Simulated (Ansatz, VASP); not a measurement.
## Si: VASP beside Ansatz

File INCAR:

```
SYSTEM = Si
PREC = Accurate
ENCUT = 520
EDIFF = 1E-7
ISMEAR = -1
SIGMA = 0.05
LREAL = .False.
LASPH = .True.
NELM = 100
ALGO = Normal
ISIF = 2
LWAVE = .False.
LCHARG = .False.
GGA = PE
NBANDS = 11
```

The input KPOINTS:

```
regular mesh
0
Gamma
  16 16 16
  0 0 0
```

Contents of POSCAR:

```
Si
1.0
   -2.2510000000      2.3685000000      1.2495000000
    2.2510000000     -2.3685000000      1.2495000000
    2.2510000000      2.3685000000     -1.2495000000
Si
2
Direct
    0.8070000000      0.5570000000      0.2500000000
    0.1930000000      0.4430000000      0.7500000000
```

Input for Ansatz:

```yaml
crystal:
  lattice:
    - [-2.251, 2.3685, 1.2495]
    - [2.251, -2.3685, 1.2495]
    - [2.251, 2.3685, -1.2495]
  atoms:
    - { symbol: Si, position: [0.807, 0.557, 0.25] }
    - { symbol: Si, position: [0.193, 0.443, 0.75] }
kpoints:
  mp_grid: { grid: [16, 16, 16] }
  band_path:
    path:
      - [0.0, 0.0, 0.0]
      - [0.5, -0.5, 0.5]
      - [0.4758105458, -0.4758105458, 0.5241894542]
      - [-0.4758105458, 0.4758105458, 0.4758105458]
      - [0.0, 0.0, 0.0]
      - [0.3195770084, 0.3195770084, -0.3195770084]
      - [0.6804229916, -0.3195770084, 0.3195770084]
      - [0.5, -0.5, 0.5]
      - [0.0, 0.0, 0.0]
    npoints: 5
scf:
  occupations: { method: fermi_dirac, width: 0.05 }
hamiltonian:
  xc: pbe
  pseudopotentials: { kind: all_electron, lapw: { basis_error: 0.0005 } }
output:
  forces: true
  stress: true
  eigenvalues: true
```

Change from the starting cell: zz strain of -2 %.

Alike in both runs: task single point; functional PBE; k mesh 16 × 16 × 16; occupations fermi-dirac, width 0.05 eV; no spin polarisation.

|  | VASP | Ansatz |
| --- | --- | --- |
| version | VASP 6.6.1 | Ansatz 0.2.0 |
| potentials or method | VASP PAW PBE potentials, release 64 (Si), cutoff 520 eV | all-electron LAPW, scalar-relativistic |

```csv
,VASP,Ansatz,Ansatz less VASP
pressure (GPa),19.2,19.2,+0.08
"traceless stress, the component that is largest in VASP (GPa)",-1.18,-1.16,+0.016
rms of the force components (eV/Å),0.014,0.015,+0.0017
```

Atom by atom the forces differ by 0.002 eV/Å (rms over components). Ansatz ran all-electron here, and VASP with PAW potentials.
